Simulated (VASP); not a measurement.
# Re (P6_3/mmc) in VASP: further runs, part 3 of 3

VASP 6.6.1. The steps go on from the part before.

## Step 5: Electric field gradients, PBEsol (12.33 Å³/atom)

This run uses another cell than the first one, of 12.33 Å³/atom.

Input file INCAR:

```
SYSTEM = Re
PREC = Accurate
ENCUT = 520
EDIFF = 1E-8
ISMEAR = -1
SIGMA = 0.05
LREAL = .FALSE.
LASPH = .TRUE.
NELM = 100
ALGO = Normal
ISIF = 2
LWAVE = .FALSE.
LCHARG = .FALSE.
GGA = PS
LEFG = .TRUE.
NBANDS = 14
```

Input file KPOINTS:

```
Automatic mesh
0
G
  18 18 10
  0 0 0
```

Input file POSCAR:

```
Re
1.0
    2.6115486478      0.0000000000      0.0000000000
   -1.3057743239      2.2616674722      0.0000000000
    0.0000000000      0.0000000000      4.1758273441
Re
2
Direct
    0.3333333333      0.6666666667      0.2500000000
    0.6666666667      0.3333333333      0.7500000000
```

Potentials or basis: VASP PAW PBE potentials, release 64 (Re).

Launch:

```
> cat potpaw_PBE.64/Re/POTCAR > POTCAR
> mpirun -np 1 vasp_std > vasp.out
```

OUTCAR:

```text
SYSTEM = Re
   PREC = Accurate
   ENCUT = 520
   EDIFF = 1E-8
   ISMEAR = -1
   LREAL = .FALSE.
   LASPH = .TRUE.
   NELM = 100
   ISIF = 2
   GGA = PS

 ion  position               nearest neighbor table
   1  0.333  0.667  0.250-   2 2.58   2 2.58   2 2.58   2 2.58   2 2.58   2 2.58
   2  0.667  0.333  0.750-   1 2.58   1 2.58   1 2.58   1 2.58   1 2.58   1 2.58

  LATTYP: Found a hexagonal cell.
 ALAT       =     2.6115486478
 C/A-ratio  =     1.5989850879

  Lattice vectors:

 A1 = (   2.6115486478,   0.0000000000,   0.0000000000)
 A2 = (  -1.3057743239,   2.2616674722,   0.0000000000)
 A3 = (   0.0000000000,   0.0000000000,   4.1758273441)

Analysis of symmetry for initial positions (statically):
=====================================================================
 Subroutine PRICEL returns:
 Original cell was already a primitive cell.

 Routine SETGRP: Setting up the symmetry group for a
 hexagonal supercell.

 Subroutine GETGRP returns: Found 24 space group operations
 (whereof 12 operations were pure point group operations)
 out of a pool of 24 trial point group operations.

The static configuration has the point symmetry D_3d.
 The point group associated with its full space group is D_6h.

Analysis of symmetry for dynamics (positions and initial velocities):
=====================================================================
 Subroutine PRICEL returns:
 Original cell was already a primitive cell.

 Routine SETGRP: Setting up the symmetry group for a
 hexagonal supercell.

 Subroutine GETGRP returns: Found 24 space group operations
 (whereof 12 operations were pure point group operations)
 out of a pool of 24 trial point group operations.

The dynamic configuration has the point symmetry D_3d.
 The point group associated with its full space group is D_6h.

 Subroutine INISYM returns: Found 24 space group operations
 (whereof 12 operations are pure point group operations),
 and found     1 'primitive' translations

----------------------------------------------------------------------------------------

                                     Primitive cell

  volume of cell :      24.6643

  direct lattice vectors                    reciprocal lattice vectors
     2.611548648  0.000000000  0.000000000     0.382914559  0.221075824  0.000000000
    -1.305774324  2.261667472  0.000000000     0.000000000  0.442151648  0.000000000
     0.000000000  0.000000000  4.175827344     0.000000000  0.000000000  0.239473503

  length of vectors
     2.611548648  2.611548648  4.175827344     0.442151648  0.442151648  0.239473503

  position of ions in fractional coordinates (direct lattice)
     0.333333333  0.666666667  0.250000000
     0.666666667  0.333333333  0.750000000

  ion indices of the primitive-cell ions
   primitive index   ion index
                 1           1
                 2           2

----------------------------------------------------------------------------------------
[... 87 lines left out ...]
   IALGO  =     38    algorithm
   IMIX   =      4    mixing-type and parameters
     AMIX     =   0.40;   BMIX     =  1.00
     AMIX_MAG =   1.60;   BMIX_MAG =  1.00
  volume/ion in A,a.u.               =      12.33        83.22
  Fermi-wavevector in a.u.,A,eV,Ry     =   1.355484  2.561493 24.998483  1.837337
  Thomas-Fermi vector in A             =   2.482568
   LORBIT       =      0    0 simple, 1 ext, 2 COOP (PROOUT), +10 PAW based schemes
   GGA     = PS    functional components
   LHFCALC =     F    Hartree Fock is set to
   AEXX    =    0.0000 exact exchange contribution
   IVDW    =     0    specifies the selected vdW correction
   LEPSILON=     F    determine dielectric tensor
   LRPA    =     F    only Hartree local field effects (RPA)
 non-spin polarized calculation
  energy-cutoff  :      520.00
  volume of cell :       24.66
 maximum number of plane-waves:       699
 NGX is ok and might be reduce to    20
   NGX =  9   NGY =  9   NGZ = 15

 number of electron      14.0000001 magnetization

 Free energy of the ion-electron system (eV)
  ---------------------------------------------------
  ext. energy  EPLUGINS =         0.00000000
  ---------------------------------------------------
  free energy    TOTEN  =       -25.59172589 eV

  energy without entropy =      -25.58070265  energy(sigma->0) =      -25.58621427

 E-fermi :  10.0577     XC(G=0): -14.8007

 val. band max:       10.0384356515   @ k =   0.0556   0.0556   0.1000
 cond. band min:      10.0586340311   @ k =   0.1667   0.0556   0.2000
 fundamental gap:      0.0201983796
 Fermi energy:        10.0577070154

 k-point     1 :       0.0000    0.0000    0.0000
  band No.  band energies     occupation
      1      -1.0428      2.00000
      2       1.9974      2.00000
      3       7.8936      2.00000
      4       7.8936      2.00000
      5       8.0999      2.00000
      6       9.0468      2.00000
      7       9.0468      2.00000
      8      10.1136      0.49298
      9      10.1136      0.49298
     10      11.3811      0.00000
     11      14.2906      0.00000
     12      14.2906      0.00000
     13      22.6265      0.00000
     14      24.3495      0.00000
[... 377 lines left out ...]
      1       3.0334      2.00000
      2       3.5022      2.00000
      3       3.5647      2.00000
      4       7.2457      2.00000
      5       7.5808      2.00000
      6       8.4920      2.00000
      7       9.3975      2.00000
      8      14.1912      0.00000
      9      14.8965      0.00000
     10      15.4799      0.00000
     11      17.3223      0.00000
     12      20.5877      0.00000
     13      22.4328      0.00000
     14      23.0337      0.00000

 [... further k-points ...]

------------------------ aborting loop because EDIFF is reached ----------------------------------------

  FORCE on cell =-STRESS in cart. coord.  units (eV):
  Direction    XX          YY          ZZ          XY          YZ          ZX
  --------------------------------------------------------------------------------------
  -------------------------------------------------------------------------------------
  Total       14.3207623     14.3207623     15.5583711      0.0000000      0.0000000      0.0000000
  in kB      930.2663532    930.2663532   1010.6605210      0.0000000      0.0000000      0.0000000
  external PRESSURE =     957.0644091 kB  Pullay stress =       0.0000000 kB

 VOLUME and BASIS-vectors are now :
 -----------------------------------------------------------------------------
  energy-cutoff  :      520.00
  volume of cell :       24.66
      direct lattice vectors                 reciprocal lattice vectors
     2.611548648  0.000000000  0.000000000     0.382914559  0.221075824  0.000000000
    -1.305774324  2.261667472  0.000000000     0.000000000  0.442151648  0.000000000
     0.000000000  0.000000000  4.175827344     0.000000000  0.000000000  0.239473503

 POSITION                                       TOTAL-FORCE (eV/Angst)
 -----------------------------------------------------------------------------------
     -0.00000      1.50778      1.04396        -0.000000      0.000000      0.000000
      1.30577      0.75389      3.13187         0.000000     -0.000000      0.000000
 -----------------------------------------------------------------------------------
    total drift:                                0.000000     -0.000000     -0.000000

  FREE ENERGIE OF THE ION-ELECTRON SYSTEM (eV)
  ---------------------------------------------------
  free  energy   TOTEN  =       -25.5917258853 eV

  energy  without entropy=      -25.5807026485  energy(sigma->0) =      -25.58621427

 Electric field gradients (V/A^2)
---------------------------------------------------------------------
 ion       V_xx      V_yy      V_zz      V_xy      V_xz      V_yz
---------------------------------------------------------------------
   1      54.135    54.136  -108.271     0.000     0.000    -0.000
   2      54.135    54.136  -108.271     0.000    -0.000     0.000
---------------------------------------------------------------------

 Electric field gradients after diagonalization (V/A^2)
 (convention: |V_zz| > |V_xx| > |V_yy|)
----------------------------------------------------------------------
 ion       V_xx      V_yy      V_zz     asymmetry (V_yy - V_xx)/ V_zz
----------------------------------------------------------------------
   1      54.136    54.135  -108.271       0.000
   2      54.136    54.135  -108.271       0.000
----------------------------------------------------------------------

           NMR quadrupolar parameters

 Cq : quadrupolar parameter    Cq=e*Q*V_zz/h
 eta: asymmetry parameters     (V_yy - V_xx)/ V_zz
 Q  : nuclear electric quadrupole moment in mb (millibarn)
----------------------------------------------------------------------
 ion       Cq(MHz)       eta       Q (mb)
----------------------------------------------------------------------
   1      -0.262       0.000       1.000
   2      -0.262       0.000       1.000
----------------------------------------------------------------------
```

OSZICAR:

```text
N       E                     dE             d eps       ncg     rms          rms(c)
DAV:   1     0.206565552332E+02    0.20657E+02   -0.69888E+03 12424   0.131E+03
DAV:   2    -0.258943557121E+02   -0.46551E+02   -0.41531E+02 10132   0.313E+02
DAV:   3    -0.268198397586E+02   -0.92548E+00   -0.91082E+00  9454   0.416E+01
DAV:   4    -0.268278137953E+02   -0.79740E-02   -0.79702E-02  9612   0.247E+00
DAV:   5    -0.268279429301E+02   -0.12913E-03   -0.12912E-03  9354   0.557E-01    0.617E+01
DAV:   6    -0.259816448093E+02    0.84630E+00   -0.36866E-01 10888   0.149E+01    0.316E+01
DAV:   7    -0.255972635918E+02    0.38438E+00   -0.43107E-01 10896   0.157E+01    0.452E-01
DAV:   8    -0.255925379194E+02    0.47257E-02   -0.55517E-03 10450   0.840E-01    0.342E-01
DAV:   9    -0.255917117756E+02    0.82614E-03   -0.57757E-04 10584   0.358E-01    0.413E-02
DAV:  10    -0.255917317068E+02   -0.19931E-04   -0.73376E-05 10400   0.120E-01    0.153E-02
DAV:  11    -0.255917260150E+02    0.56918E-05   -0.15045E-06 10362   0.235E-02    0.245E-03
DAV:  12    -0.255917258848E+02    0.13017E-06   -0.34038E-08  8154   0.413E-03    0.551E-04
DAV:  13    -0.255917258853E+02   -0.42746E-09   -0.47424E-09  5460   0.144E-03
   1 F= -.25591726E+02 E0= -.25586214E+02  d E =-.110232E-01
```

It took 1.9 min on 1 thread of Intel Xeon 8259CL, shared host; peak memory 0.19 GiB.

Results:

| Quantity | Value |
| --- | --- |
| Free energy | -25.5917 eV |
| Pressure | 95.7 GPa |
| Band gap on the k mesh | zero (bands 7 and 8 overlap by 4.54 eV) |
| Largest electric field gradient by atom | Re -108.3 V/Å² |

Stress tensor (GPa, compression positive):
```
 93.03   0.00   0.00
  0.00  93.03   0.00
  0.00   0.00 101.07
```

Electric field gradients, principal values (V/Å²):
```csv
atom,least,middle,greatest (by size)
1 Re,54.135,54.136,-108.271
2 Re,54.135,54.136,-108.271
```

Caveat: the stress differs along the axes, from 93 to 101 GPa; without QUAD_EFG the Cq values of the log hold for a quadrupole moment of 1 mb, not for the nuclei; the PAW data sets were made with another functional, which shifts forces and pressure a little; spin-orbit coupling is left out, which moves the levels of the heavy elements.

## Step 6: Overview

```csv
cell,gap on the mesh (eV),pressure (GPa)
"a = 2.585, b = 2.585, c = 4.134 Å, angles 90.0, 90.0, 120.0°, 2 atoms",none,120.6
"a = 2.594, b = 2.594, c = 4.148 Å, angles 90.0, 90.0, 120.0°, 2 atoms",none,111.9
"a = 2.612, b = 2.612, c = 4.176 Å, angles 90.0, 90.0, 120.0°, 2 atoms",none,95.7
```

Alike in all rows: task electric field gradients; level PBEsol; potentials or basis VASP PAW PBE potentials, release 64 (Re); no spin polarisation; k mesh 18 × 18 × 10; cutoff (eV) 520; smearing fermi-dirac 0.05 eV.

Caveats: the PAW data sets were made with another functional, which shifts forces and pressure a little; spin-orbit coupling is left out, which moves the levels of the heavy elements; the stress differs along the axes, from 118 to 126 GPa (at least some runs); the stress differs along the axes, from 109 to 118 GPa (at least some runs); the stress differs along the axes, from 93 to 101 GPa (at least some runs).

Total energies depend on the potentials used, so only differences within one code and one set of settings carry meaning.

The gap in the log of VASP goes by the Fermi energy; the results here count the filled bands.